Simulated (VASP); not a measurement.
Here is a VASP 6.6.1 calculation.

File POSCAR:

```
BaTiO3
1.0
   -4.0405115400      0.0000000000     -4.0588967900
    0.0000000000     -4.0405115400      0.0000000000
   -4.0405115400      0.0000000000      4.0588967900
Ba Ti O
2 2 6
Direct
    0.0000000000      0.0000000000      0.0000000000
    0.5000000000      0.0000000000      0.5000000000
    0.5050000000      0.5000000000      0.9950000000
    0.0050000000      0.5000000000      0.4950000000
    0.7405000000      0.5000000000      0.7595000000
    0.2405000000      0.5000000000      0.2595000000
    0.9915000000      0.0000000000      0.5085000000
    0.4915000000      0.0000000000      0.0085000000
    0.7415000000      0.5000000000      0.2585000000
    0.2415000000      0.5000000000      0.7585000000
```

Contents of INCAR.step1:

```
SYSTEM = BaTiO3
PREC = Accurate
ENCUT = 520
ISMEAR = 0
SIGMA = 0.0284
LREAL = .False.
LASPH = .True.
NELM = 150
ISPIN = 2
MAGMOM = 0 0 0 0 0 0 0 0 0 0
LMAXMIX = 4
NBANDS = 55
GGA = PE
ALGO = Normal
EDIFF = 1E-4
LWAVE = .True.
LCHARG = .False.
```

Contents of INCAR.step2:

```
SYSTEM = BaTiO3
PREC = Accurate
ENCUT = 520
EDIFF = 1E-6
ISMEAR = 0
SIGMA = 0.0284
LREAL = .False.
LASPH = .True.
NELM = 150
ALGO = Normal
ISIF = 2
LWAVE = .False.
LCHARG = .True.
ISPIN = 2
MAGMOM = 0 0 0 0 0 0 0 0 0 0
LORBIT = 11
LMAXMIX = 4
METAGGA = R2SCAN
LMIXTAU = .True.
LELF = .True.
LVHAR = .True.
NBANDS = 55
ISTART = 1
```

File KPOINTS:

```
regular mesh
0
Gamma
  3 5 3
  0 0 0
```

Potentials or basis: VASP PAW PBE potentials, release 64 (Ba_sv, Ti_sv, O).

Run with:

```bash
$ cat potpaw_PBE.64/Ba_sv/POTCAR potpaw_PBE.64/Ti_sv/POTCAR potpaw_PBE.64/O/POTCAR > POTCAR
$ cp INCAR.step1 INCAR
$ mpirun -np 1 vasp_std > vasp.out
$ cp INCAR.step2 INCAR
$ mpirun -np 1 vasp_std > vasp.out
```

**Question.** Estimate the net moment.

**Answer.** 0.00 μB per cell.

**Question.** Predict the largest force.

**Answer.** 0.498 eV/Å.

**Question.** Predict the pressure.

**Answer.** -4.0 GPa.

**Question.** What does it give for the band gap on the k mesh?

**Answer.** 2.18 eV.

Stress tensor (GPa, compression positive):
```
-4.27  0.00  0.00
 0.00 -4.33  0.00
 0.00  0.00 -3.44
```

Caveat: the cell stands under tension; the PAW data sets were made with another functional, which shifts forces and pressure a little; spin-orbit coupling is left out, which moves the levels of the heavy elements. A k mesh can miss the band edges.
